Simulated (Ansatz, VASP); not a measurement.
**Na in VASP and in Ansatz**

```
Na
1.0
    -2.11250    2.11250    2.11250
     2.11250   -2.11250    2.11250
     2.11250    2.11250   -2.11250
Na
1
Direct
  0.00000 0.00000 0.00000
```

Alike in both runs: task single point; functional r2SCAN; k mesh 11 × 11 × 11; occupations fermi-dirac, width 0.2 eV; no spin polarisation.

|  | VASP | Ansatz |
| --- | --- | --- |
| version | VASP 6.6.1 | Ansatz 0.2.0 |
| potentials or method | VASP PAW PBE potentials, release 64 (Na_pv), cutoff 520 eV | plane waves (500 eV) with PAW, scalar-relativistic |
| valence electrons in the cell | 7 | 9 |

|  | VASP | Ansatz | Ansatz less VASP |
| --- | --- | --- | --- |
| pressure (GPa) | 0.1 | 0.1 | -0.09 |

VASP's potentials were made for PBE, not for r2SCAN. The functional is the same, so the differences come from potentials, cutoffs and numerics. VASP's potentials hold 7 valence electrons a cell and Ansatz's 9, so a difference there can come from the potentials and not from the codes.
